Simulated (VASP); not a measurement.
# MgS (Niningerite) in VASP: notebook, part 2 of 2

VASP 6.6.1. Earlier steps stand in the parts before.

## (4) Single point, LDA (atoms moved at random)

Contents of INCAR:

```
PREC = Accurate
ENCUT = 520
EDIFF = 1E-6
ISMEAR = 0
SIGMA = 0.01
LREAL = False
LASPH = True
NELM = 100
ALGO = Normal
ISIF = 2
LWAVE = False
LCHARG = False
NBANDS = 11
```

Contents of KPOINTS:

```
Automatic mesh
0
Gamma
  7 7 7
```

Contents of POSCAR:

```
MgS
1.0
    0.0000201647      2.5646880631      2.5650161514
    2.5649562506      0.0000231136      2.5650132025
    2.5649690855      2.5646979490      0.0000102788
S Mg
1 1
Direct
    0.5018309763      0.5059360432      0.4997544860
    0.0018300237      0.0059379568     -0.0002464860
```

Potentials or basis: VASP PAW LDA potentials, release 64 (S, Mg).

The run is started by

```console
$ cat potpaw_LDA.64/S/POTCAR potpaw_LDA.64/Mg/POTCAR > POTCAR
$ mpirun -np 1 vasp_std > vasp.out
```

OUTCAR:

```text
PREC = Accurate
   ENCUT = 520
   EDIFF = 1E-6
   ISMEAR = 0
   LREAL = False
   LASPH = True
   NELM = 100
   ISIF = 2

 ion  position               nearest neighbor table
   1  0.502  0.506  0.500-   2 2.56   2 2.56   2 2.56   2 2.56   2 2.57   2 2.57
   2  0.002  0.006  1.000-   1 2.56   1 2.56   1 2.56   1 2.56   1 2.57   1 2.57

  LATTYP: Found a base centered monoclinic cell.
 ALAT       =     5.1293628986
 B/A-ratio  =     1.0001279255
 C/A-ratio  =     0.7071396104
 COS(beta)  =    -0.7070648551

  Lattice vectors:

 A1 = (  -0.0000201647,  -2.5646880631,  -2.5650161514)
 A2 = (  -0.0000128349,  -2.5646748354,   2.5650029237)
 A3 = (  -2.5649360859,   2.5646649495,   0.0000029489)

Analysis of symmetry for initial positions (statically):
=====================================================================
 Subroutine PRICEL returns:
 Original cell was already a primitive cell.

 Routine SETGRP: Setting up the symmetry group for a
 base centered monoclinic supercell.

 Subroutine GETGRP returns: Found  4 space group operations
 (whereof  1 operations were pure point group operations)
 out of a pool of  4 trial point group operations.

The static configuration has the point symmetry C_1 .
 The point group associated with its full space group is C_2h.

Analysis of symmetry for dynamics (positions and initial velocities):
=====================================================================
 Subroutine PRICEL returns:
 Original cell was already a primitive cell.

 Routine SETGRP: Setting up the symmetry group for a
 base centered monoclinic supercell.

 Subroutine GETGRP returns: Found  4 space group operations
 (whereof  1 operations were pure point group operations)
 out of a pool of  4 trial point group operations.

The dynamic configuration has the point symmetry C_1 .
 The point group associated with its full space group is C_2h.

 Subroutine INISYM returns: Found  4 space group operations
 (whereof  1 operations are pure point group operations),
 and found     1 'primitive' translations

[... 116 lines left out ...]
  Fermi-wavevector in a.u.,A,eV,Ry     =   1.013198  1.914666 13.967330  1.026570
  Thomas-Fermi vector in A             =   2.146352
   LORBIT       =      0    0 simple, 1 ext, 2 COOP (PROOUT), +10 PAW based schemes
   GGA     = CA    functional components
   LHFCALC =     F    Hartree Fock is set to
   AEXX    =    0.0000 exact exchange contribution
   IVDW    =     0    specifies the selected vdW correction
   LEPSILON=     F    determine dielectric tensor
   LRPA    =     F    only Hartree local field effects (RPA)
 non-spin polarized calculation
 Gauss-broadening in eV      SIGMA  =   0.01
  energy-cutoff  :      520.00
  volume of cell :       33.75
 maximum number of plane-waves:       914
   NGX = 13   NGY = 13   NGZ = 13

 number of electron       8.0000000 magnetization

 Free energy of the ion-electron system (eV)
  ---------------------------------------------------
  ext. energy  EPLUGINS =         0.00000000
  ---------------------------------------------------
  free energy    TOTEN  =        -9.59128778 eV

  energy without entropy =       -9.59128778  energy(sigma->0) =       -9.59128778

 E-fermi :   4.0505     XC(G=0): -10.1645

 val. band max:        3.9749949806   @ k =   0.0000   0.0000   0.0000
 cond. band min:       6.8407541484   @ k =   0.4286  -0.0000   0.4286
 fundamental gap:      2.8657591678
 Fermi energy:         4.0505246483

 k-point     1 :       0.0000    0.0000    0.0000
  band No.  band energies     occupation
      1      -8.9175      2.00000
      2       3.9744      2.00000
      3       3.9749      2.00000
      4       3.9750      2.00000
      5       7.8104      0.00000
      6      11.7803      0.00000
      7      11.7805      0.00000
      8      11.7816      0.00000
      9      14.2828      0.00000
     10      14.2845      0.00000
     11      16.4269      0.00000
[... 309 lines left out ...]
 k-point    24 :      -0.2857    0.2857    0.0000
  band No.  band energies     occupation
      1      -7.3323      2.00000
      2      -0.0779      2.00000
      3       0.9708      2.00000
      4       3.0520      2.00000
      5       8.9643      0.00000
      6      12.0203      0.00000
      7      12.1868      0.00000
      8      12.3838      0.00000
      9      15.2470      0.00000
     10      16.8108      0.00000
     11      19.9043      0.00000

 [... further k-points ...]
[... 5 lines left out ...]
  --------------------------------------------------------------------------------------
  -------------------------------------------------------------------------------------
  Total       -0.1306012     -0.1279123     -0.1311668     -0.0001614     -0.0000007     -0.0000004
  in kB       -6.2004903     -6.0728291     -6.2273405     -0.0076613     -0.0000317     -0.0000178
  external PRESSURE =      -6.1668866 kB  Pullay stress =       0.0000000 kB

 VOLUME and BASIS-vectors are now :
 -----------------------------------------------------------------------------
  energy-cutoff  :      520.00
  volume of cell :       33.75
      direct lattice vectors                 reciprocal lattice vectors
     0.000020165  2.564688063  2.565016151    -0.194936910  0.194956737  0.194930825
     2.564956251  0.000023114  2.565013202     0.194936353 -0.194957743  0.194931273
     2.564969086  2.564697949  0.000010279     0.194934402  0.194955234 -0.194931830

 POSITION                                       TOTAL-FORCE (eV/Angst)
 -----------------------------------------------------------------------------------
      2.57957      2.56877      2.58494         0.000000      0.000000     -0.000000
      2.57957      2.56876      0.01994        -0.000000     -0.000000      0.000000
 -----------------------------------------------------------------------------------
    total drift:                                0.000059     -0.000139      0.000061

  FREE ENERGIE OF THE ION-ELECTRON SYSTEM (eV)
  ---------------------------------------------------
  free  energy   TOTEN  =        -9.5912877810 eV

  energy  without entropy=       -9.5912877810  energy(sigma->0) =       -9.59128778
```

OSZICAR:

```text
N       E                     dE             d eps       ncg     rms          rms(c)
DAV:   1     0.196341174751E+02    0.19634E+02   -0.36725E+03  2296   0.596E+02
DAV:   2    -0.875867338542E+01   -0.28393E+02   -0.26814E+02  2775   0.100E+02
DAV:   3    -0.100087783619E+02   -0.12501E+01   -0.12482E+01  2742   0.220E+01
DAV:   4    -0.100157167463E+02   -0.69384E-02   -0.69378E-02  2637   0.197E+00
DAV:   5    -0.100157726097E+02   -0.55863E-04   -0.55863E-04  2695   0.173E-01    0.460E+00
DAV:   6    -0.964498976889E+01    0.37078E+00   -0.79290E-01  2566   0.347E+00    0.356E+00
DAV:   7    -0.959634928113E+01    0.48640E-01   -0.19108E-01  2677   0.182E+00    0.218E+00
DAV:   8    -0.959162126219E+01    0.47280E-02   -0.11074E-02  2434   0.578E-01    0.820E-01
DAV:   9    -0.959131614977E+01    0.30511E-03   -0.56897E-04  2578   0.123E-01    0.361E-01
DAV:  10    -0.959129388033E+01    0.22269E-04   -0.52878E-05  2579   0.350E-02    0.143E-01
DAV:  11    -0.959128773337E+01    0.61470E-05   -0.30501E-05  2599   0.236E-02    0.172E-02
DAV:  12    -0.959128778104E+01   -0.47669E-07   -0.33907E-07  1529   0.411E-03
   1 F= -.95912878E+01 E0= -.95912878E+01  d E =-.630257E-29
```

stdout:

```text
POSCAR found type information on POSCAR S Mg
 POSCAR found :  2 types and       2 ions
 scaLAPACK will be used
 -----------------------------------------------------------------------------
|                                                                             |
|           W    W    AA    RRRRR   N    N  II  N    N   GGGG   !!!           |
|           W    W   A  A   R    R  NN   N  II  NN   N  G    G  !!!           |
[... 19 lines left out ...]

 LDA part: xc-table for (Slater(with rela. corr.)+CA(PZ))
 , standard interpolation
 POSCAR, INCAR and KPOINTS ok, starting setup
 FFT: planning ... GRIDC
 FFT: planning ... GRID_SOFT
 FFT: planning ... GRID
 WAVECAR not read
 entering main loop
```

Run time: 31 s. Hardware: 1 thread of Intel Xeon 6975P-C, shared host; peak memory 0.16 GiB.

Results:

```
Free energy            : -9.5913 eV
Pressure               : -0.6 GPa
Band gap on the k mesh : 2.87 eV, indirect (least direct gap 3.84 eV)
```

Levels at points of the mesh, in eV from the valence-band top:
```
           k point  band 2  band 3  band 4  band 5  band 6  band 7
(0.00, 0.00, 0.00)    0.00    0.00    0.00    3.84    7.81    7.81
```

Caveat: the cell differs from its parent crystal (atoms moved at random). A k mesh can miss the band edges.

## (5) Relaxation of cell and atoms, LDA (atoms moved at random)

Contents of INCAR:

```
SYSTEM = MgS
PREC = Accurate
ENCUT = 600
EDIFF = 1E-6
ISMEAR = 0
SIGMA = 0.01
LREAL = .FALSE.
LASPH = .TRUE.
NELM = 100
ALGO = Normal
ISIF = 3
LWAVE = .FALSE.
LCHARG = .FALSE.
GGA = CA
IBRION = 2
NSW = 60
EDIFFG = -0.01
```

Contents of KPOINTS:

```
regular mesh
0
G
  7 7 7
  0 0 0
```

Contents of POSCAR:

```
MgS
1.0
    0.0000000000      2.6016500000      2.6016500000
    2.6016500000      0.0000000000      2.6016500000
    2.6016500000      2.6016500000      0.0000000000
S Mg
1 1
Direct
    0.5095920000      0.5018420000      0.5134750000
   -0.0059310000      0.0100320000     -0.0139670000
```

The run is started by

```console
$ cat potpaw_LDA.64/S/POTCAR potpaw_LDA.64/Mg/POTCAR > POTCAR
$ mpirun -np 1 vasp_std > vasp.out
```

Wall time 4.1 min (1 thread of Intel Xeon 6975P-C, shared host); peak memory 0.21 GiB.

It converged, with:

```
Free energy                            : -9.5922 eV
Relaxed volume                         : 16.76 Å³/atom
Relaxed cell                           : a = 3.619 Å, b = 3.619 Å, c = 3.619 Å, α = 60.00°, β = 60.00°, γ = 60.00°
Space group after relaxing (to 0.05 Å) : Fm-3m (No. 225)
Energy gained by relaxing              : 20.4 meV/atom
Ionic steps                            : 10
Pressure after relaxing                : 0.0 GPa
Largest force after relaxing           : 0.006 eV/Å
Band gap on the k mesh                 : 2.88 eV, indirect (least direct gap 3.89 eV)
```

Forces on the atoms (eV/Å):
```
S    0.004  0.003  0.002
Mg  -0.004 -0.003 -0.002
```

Step by step:
```csv
step,energy change (eV),largest force (eV/Å),pressure (GPa),volume (Å³)
1,0.0000,0.3271,-3.31,35.22
2,-0.0269,0.2976,0.63,33.40
3,-0.0270,0.2956,0.83,33.32
4,-0.0354,0.1735,0.52,33.36
5,-0.0399,0.0100,0.21,33.44
6,-0.0400,0.0069,0.21,33.44
7,-0.0408,0.0070,-0.17,33.58
8,-0.0408,0.0072,-0.19,33.59
9,-0.0408,0.0048,0.11,33.47
10,-0.0409,0.0055,0.01,33.51
```

Final structure:
```
CELL_PARAMETERS angstrom
-0.00015 2.55895 2.55884
2.55882 -0.00017 2.55887
2.55871 2.55888 -0.00007
ATOMIC_POSITIONS crystal
S 0.50181 0.50586 0.49959
Mg 0.00186 0.00602 0.99992
```

Levels at points of the mesh, in eV from the valence-band top:
```tsv
k point	band 2	band 3	band 4	band 5	band 6	band 7
(0.00, 0.00, 0.00)	0.00	0.00	0.00	3.89	7.80	7.80
```

Caveat: the cell differs from its parent crystal (atoms moved at random). LDA usually gives volumes a few per cent too small.

## (6) The runs side by side

```tsv
task	level	potentials or basis	cell	k mesh	cutoff (eV)	gap on the mesh (eV)	pressure (GPa)
single point	PBEsol	VASP PAW PBE potentials, release 64 (S, Mg)	a = 3.679 Å, angles 60.0°, 2 atoms	9 × 9 × 9	520	2.83	-1.1
single point	PBE+D3(BJ)	VASP PAW PBE potentials, release 64 (S, Mg)	a = 3.694, b = 3.690, c = 3.659 Å, angles 60.3, 60.9, 58.7°, 2 atoms	5 × 5 × 5	520	3.03	-2.2
single point	LDA	VASP PAW LDA potentials, release 64 (S, Mg)	a = 3.627 Å, angles 60.0°, 2 atoms	7 × 7 × 7	520	2.87	-0.6
relaxation of cell and atoms	LDA	VASP PAW LDA potentials, release 64 (S, Mg)	relaxed from a = 3.679 Å, angles 60.0°, 2 atoms	7 × 7 × 7	600	2.88	0.0
```

Alike in all rows: no spin polarisation; smearing gaussian 0.01 eV.

Caveats: some runs use coarse meshes; the PAW data sets were made with another functional, which shifts forces and pressure a little (some runs); three body term missing (some runs).

Absolute energies hang on the potentials; compare differences alone.
